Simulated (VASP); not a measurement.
# ZnPt2 (Fm-3m) in VASP: further runs

Runs on ZnPt2. Level: PBE. Tasks: single point, relaxation of cell and atoms.

All numbers are computed with VASP 6.6.1; they aren't measurements. Logs are shortened: lines on timing, memory, paths and dates and some standing lists are left out, and cuts for length are marked.

## (1) The cell of the first run

Symmetry: Fm-3m, No. 225, cubic system. The conventional cell has a = 5.585 Å, b = 5.585 Å, c = 5.585 Å, α = 90.00°, β = 90.00°, γ = 90.00°. Within 3.2 Å of Zn (site symmetry m-3m) lie 8 Pt at 2.42 Å. Within 3.2 Å of Pt (site symmetry -43m) lie 4 Zn at 2.42 Å and 6 Pt at 2.79 Å.

## (2) Single point, PBE

File INCAR:

```
  ALGO = Fast
  EDIFF = 1E-6
  ENCUT = 520
  GGA = PE
  ISIF = 2
  ISMEAR = 0
  LASPH = T
  LCHARG = F
  LREAL = F
  LWAVE = F
  NBANDS = 23
  NELM = 80
  PREC = Accurate
  SIGMA = 0.1
```

File KPOINTS:

```
k-points
0
Gamma
  6 6 6
```

File POSCAR:

```
ZnPt2
1.0
    0.0000000000      2.7925546437      2.7925546437
    2.7925546437      0.0000000000      2.7925546437
    2.7925546437      2.7925546437      0.0000000000
Zn Pt
1 2
Direct
    0.0000000000      0.0000000000      0.0000000000
    0.2500000000      0.2500000000      0.2500000000
    0.7500000000      0.7500000000      0.7500000000
```

Potentials or basis: VASP PAW PBE potentials, release 64 (Zn, Pt).

Launch:

```bash
cat potpaw_PBE.64/Zn/POTCAR potpaw_PBE.64/Pt/POTCAR > POTCAR
mpirun -np 1 vasp_std > vasp.out
```

OUTCAR:

```text
EDIFF = 1E-6
   ENCUT = 520
   GGA = PE
   ISIF = 2
   ISMEAR = 0
   LASPH = T
   LREAL = F
   NELM = 80
   PREC = Accurate

 ion  position               nearest neighbor table
   1  0.000  0.000  0.000-   3 2.42   3 2.42   3 2.42   2 2.42   3 2.42   2 2.42   2 2.42   2 2.42

   2  0.250  0.250  0.250-   1 2.42   1 2.42   1 2.42   1 2.42   3 2.79   3 2.79   3 2.79   3 2.79
                             3 2.79   3 2.79
   3  0.750  0.750  0.750-   1 2.42   1 2.42   1 2.42   1 2.42   2 2.79   2 2.79   2 2.79   2 2.79
                             2 2.79   2 2.79

  LATTYP: Found a face centered cubic cell.
 ALAT       =     5.5851092874

  Lattice vectors:

 A1 = (   0.0000000000,   2.7925546437,   2.7925546437)
 A2 = (   2.7925546437,   0.0000000000,   2.7925546437)
 A3 = (   2.7925546437,   2.7925546437,   0.0000000000)

Analysis of symmetry for initial positions (statically):
=====================================================================
 Subroutine PRICEL returns:
 Original cell was already a primitive cell.

 Routine SETGRP: Setting up the symmetry group for a
 face centered cubic supercell.

 Subroutine GETGRP returns: Found 48 space group operations
 (whereof 48 operations were pure point group operations)
 out of a pool of 48 trial point group operations.

The static configuration has the point symmetry O_h .

Analysis of symmetry for dynamics (positions and initial velocities):
=====================================================================
 Subroutine PRICEL returns:
 Original cell was already a primitive cell.

 Routine SETGRP: Setting up the symmetry group for a
 face centered cubic supercell.

 Subroutine GETGRP returns: Found 48 space group operations
 (whereof 48 operations were pure point group operations)
 out of a pool of 48 trial point group operations.

The dynamic configuration has the point symmetry O_h .

 Subroutine INISYM returns: Found 48 space group operations
 (whereof 48 operations are pure point group operations),
 and found     1 'primitive' translations

----------------------------------------------------------------------------------------

                                     Primitive cell

  volume of cell :      43.5547

  direct lattice vectors                    reciprocal lattice vectors
     0.000000000  2.792554644  2.792554644    -0.179047526  0.179047526  0.179047526
     2.792554644  0.000000000  2.792554644     0.179047526 -0.179047526  0.179047526
     2.792554644  2.792554644  0.000000000     0.179047526  0.179047526 -0.179047526

  length of vectors
     3.949268651  3.949268651  3.949268651     0.310119412  0.310119412  0.310119412

  position of ions in fractional coordinates (direct lattice)
     0.000000000  0.000000000  0.000000000
     0.250000000  0.250000000  0.250000000
     0.750000000  0.750000000  0.750000000

  ion indices of the primitive-cell ions
   primitive index   ion index
                 1           1
                 2           2
                 3           3

----------------------------------------------------------------------------------------

 KPOINTS: k-points

Automatic generation of k-mesh.
 Grid dimensions read from file:
 generate k-points for:    6    6    6

 Generating k-lattice:

  Cartesian coordinates                     Fractional coordinates (reciprocal lattice)
    -0.029841254  0.029841254  0.029841254     0.166666667  0.000000000  0.000000000
     0.029841254 -0.029841254  0.029841254     0.000000000  0.166666667  0.000000000
     0.029841254  0.029841254 -0.029841254     0.000000000  0.000000000  0.166666667

  Length of vectors
     0.051686569  0.051686569  0.051686569

  Shift w.r.t. Gamma in fractional coordinates (k-lattice)
     0.000000000  0.000000000  0.000000000

 Subroutine IBZKPT returns following result:
 ===========================================

 Found     16 irreducible k-points:

 Following reciprocal coordinates:
            Coordinates               Weight
  0.000000  0.000000  0.000000      1.000000
  0.166667  0.000000  0.000000      8.000000
  0.333333  0.000000  0.000000      8.000000
  0.500000  0.000000  0.000000      4.000000
  0.166667  0.166667  0.000000      6.000000
  0.333333  0.166667  0.000000     24.000000
[... 8 lines left out ...]
 -0.333333  0.333333  0.166667     24.000000
 -0.333333  0.500000  0.166667     12.000000
   k-points           NKPTS =     16   k-points in BZ     NKDIM =     16   number of bands    NBANDS=     23
   number of dos      NEDOS =    301   number of ions     NIONS =      3
   total plane-waves  NPLWV =  27000
   dimension x,y,z NGX =    30 NGY =   30 NGZ =   30
   dimension x,y,z NGXF=    60 NGYF=   60 NGZF=   60
   ions per type =               1   2
   NGX,Y,Z   is equivalent  to a cutoff of  12.63, 12.63, 12.63 a.u.
   NGXF,Y,Z  is equivalent  to a cutoff of  25.26, 25.26, 25.26 a.u.
 SYSTEM =  unknown system
   PREC   = accura    normal or accurate (medium, high low for compatibility)
   ISTART =      0    job   : 0-new  1-cont  2-samecut
   ICHARG =      2    charge: 1-file 2-atom 10-const
   ISPIN  =      1    spin polarized calculation?
   LNONCOLLINEAR =      F non collinear calculations
   LSORBIT =      F    spin-orbit coupling
   LASPH  =      T    aspherical Exc in radial PAW
   ENCUT  =  520.0 eV  38.22 Ry    6.18 a.u.   7.34  7.34  7.34*2*pi/ulx,y,z
   NELM   =     80;   NELMIN=  2; NELMDL= -5     # of ELM steps
   EDIFF  = 0.1E-05   stopping-criterion for ELM
   LREAL  =      F    real-space projection
   EDIFFG = 0.1E-04   stopping-criterion for IOM
   NSW    =      0    number of steps for IOM
   IBRION =     -1    ionic relax: 0-MD 1-quasi-New 2-CG
   NFREE  =      0    steps in history (QN), initial steepest desc. (CG)
   ISIF   =      2    stress and relaxation
   ISYM   =      2    0-nonsym 1-usesym 2-fastsym
   POTIM  = 0.5000    time-step for ionic-motion
   TEBEG  =    0.0;   TEEND  =   0.0 temperature during run
   PSTRESS=    0.0 pullay stress
   NELECT =      32.0000    total number of electrons
   NUPDOWN=      -1.0000    fix difference up-down
   EMIN   =  10.00;   EMAX   =-10.00  energy-range for DOS
   EFERMI =   0.00;   METHOD = LEGACY
   ISMEAR =     0;   SIGMA  =   0.10  broadening in eV -4-tet -1-fermi 0-gaus
   EFERMI_NEDOS =   21; number of points for ismear=-14 and -15
   IALGO  =     68    algorithm
   IMIX   =      4    mixing-type and parameters
     AMIX     =   0.40;   BMIX     =  1.00
     AMIX_MAG =   1.60;   BMIX_MAG =  1.00
  volume/ion in A,a.u.               =      14.52        97.97
  Fermi-wavevector in a.u.,A,eV,Ry     =   1.477224  2.791549 29.690524  2.182192
  Thomas-Fermi vector in A             =   2.591655
   LORBIT       =      0    0 simple, 1 ext, 2 COOP (PROOUT), +10 PAW based schemes
   GGA     = PE    functional components
   LHFCALC =     F    Hartree Fock is set to
   AEXX    =    0.0000 exact exchange contribution
   IVDW    =     0    specifies the selected vdW correction
   LEPSILON=     F    determine dielectric tensor
   LRPA    =     F    only Hartree local field effects (RPA)
 non-spin polarized calculation
 RMM-DIIS sequential band-by-band and
 Gauss-broadening in eV      SIGMA  =   0.10
  energy-cutoff  :      520.00
  volume of cell :       43.55
 maximum number of plane-waves:      1211
 NGX is ok and might be reduce to    30
   NGX = 15   NGY = 15   NGZ = 15

 number of electron      31.9999987 magnetization

 Free energy of the ion-electron system (eV)
  ---------------------------------------------------
  ext. energy  EPLUGINS =         0.00000000
  ---------------------------------------------------
  free energy    TOTEN  =       -13.04852978 eV

  energy without entropy =      -13.04106793  energy(sigma->0) =      -13.04479885

 E-fermi :   8.1870     XC(G=0): -12.9170

 val. band max:        8.0828197159   @ k =  -0.3333   0.3333   0.1667
 cond. band min:       8.2289004497   @ k =   0.3333   0.1667   0.0000
 fundamental gap:      0.1460807338
 Fermi energy:         8.1870269665

 k-point     1 :       0.0000    0.0000    0.0000
  band No.  band energies     occupation
      1      -1.7336      2.00000
      2       0.8324      2.00000
      3       0.8324      2.00000
      4       1.3003      2.00000
      5       1.3003      2.00000
      6       1.3003      2.00000
[... 15 lines left out ...]
     22      18.3117      0.00000
     23      18.3117      0.00000

 k-point     2 :       0.1667    0.0000    0.0000
  band No.  band energies     occupation
      1      -1.2561      2.00000
      2       0.9506      2.00000
      3       0.9506      2.00000
      4       1.2003      2.00000
      5       1.2539      2.00000
      6       1.2539      2.00000
[... 15 lines left out ...]
     22      18.4289      0.00000
     23      18.4289      0.00000

 k-point     3 :       0.3333    0.0000    0.0000
  band No.  band energies     occupation
      1      -0.0147      2.00000
      2       1.1330      2.00000
      3       1.1695      2.00000
      4       1.1695      2.00000
      5       1.1993      2.00000
      6       1.1993      2.00000
[... 15 lines left out ...]
     22      18.6498      0.00000
     23      18.6498      0.00000

 k-point     4 :       0.5000    0.0000    0.0000
  band No.  band energies     occupation
      1       0.8062      2.00000
      2       1.1342      2.00000
      3       1.1342      2.00000
      4       1.3237      2.00000
      5       1.3237      2.00000
      6       1.3396      2.00000
[... 15 lines left out ...]
     22      18.7174      0.00000
     23      18.7174      0.00000

 k-point     5 :       0.1667    0.1667    0.0000
  band No.  band energies     occupation
      1      -1.1152      2.00000
      2       0.9584      2.00000
      3       1.0012      2.00000
      4       1.2019      2.00000
      5       1.2224      2.00000
      6       1.2224      2.00000
[... 226 lines left out ...]
 k-point    14 :       0.5000    0.3333    0.1667
  band No.  band energies     occupation
      1       0.5889      2.00000
      2       0.9200      2.00000
      3       1.0542      2.00000
      4       1.1652      2.00000
      5       1.3378      2.00000
      6       1.4399      2.00000
[... 15 lines left out ...]
     22      19.2653      0.00000
     23      23.1805      0.00000

 k-point    15 :      -0.3333    0.3333    0.1667
  band No.  band energies     occupation
      1       0.7976      2.00000
      2       0.8259      2.00000
      3       1.1557      2.00000
      4       1.2165      2.00000
      5       1.3920      2.00000
      6       1.7608      2.00000
[... 15 lines left out ...]
     22      21.4449      0.00000
     23      21.8957      0.00000

 k-point    16 :      -0.3333    0.5000    0.1667
  band No.  band energies     occupation
      1       0.6890      2.00000
      2       0.8795      2.00000
      3       1.0181      2.00000
      4       1.1648      2.00000
      5       1.5350      2.00000
      6       1.9916      2.00000
[... 15 lines left out ...]
     22      21.6048      0.00000
     23      21.7868      0.00000

------------------------ aborting loop because EDIFF is reached ----------------------------------------

  FORCE on cell =-STRESS in cart. coord.  units (eV):
  Direction    XX          YY          ZZ          XY          YZ          ZX
  --------------------------------------------------------------------------------------
  -------------------------------------------------------------------------------------
  Total        9.3141980      9.3141980      9.3141980      0.0000000      0.0000000      0.0000000
  in kB      342.6265507    342.6265507    342.6265507      0.0000000      0.0000000      0.0000000
  external PRESSURE =     342.6265507 kB  Pullay stress =       0.0000000 kB

 VOLUME and BASIS-vectors are now :
 -----------------------------------------------------------------------------
  energy-cutoff  :      520.00
  volume of cell :       43.55
      direct lattice vectors                 reciprocal lattice vectors
     0.000000000  2.792554644  2.792554644    -0.179047526  0.179047526  0.179047526
     2.792554644  0.000000000  2.792554644     0.179047526 -0.179047526  0.179047526
     2.792554644  2.792554644  0.000000000     0.179047526  0.179047526 -0.179047526

 POSITION                                       TOTAL-FORCE (eV/Angst)
 -----------------------------------------------------------------------------------
      0.00000      0.00000      0.00000         0.000000      0.000000      0.000000
      1.39628      1.39628      1.39628        -0.000000     -0.000000     -0.000000
      4.18883      4.18883      4.18883         0.000000      0.000000      0.000000
 -----------------------------------------------------------------------------------
    total drift:                                0.000000     -0.000000     -0.000000

  FREE ENERGIE OF THE ION-ELECTRON SYSTEM (eV)
  ---------------------------------------------------
  free  energy   TOTEN  =       -13.0485297794 eV

  energy  without entropy=      -13.0410679277  energy(sigma->0) =      -13.04479885
```

Wall time 13 s (1 thread of AMD EPYC 9R45 (Zen 5), shared host); peak memory 0.14 GiB.

Results:

```
Free energy            : -13.0485 eV
Pressure               : 34.3 GPa
Band gap on the k mesh : zero (band 16 reaches 9.08 eV, above the bottom of band 17 at 7.34 eV)
```

Caveat: spin-orbit coupling is left out, which moves the levels of the heavy elements.

(Continued in part 2 of 3.)
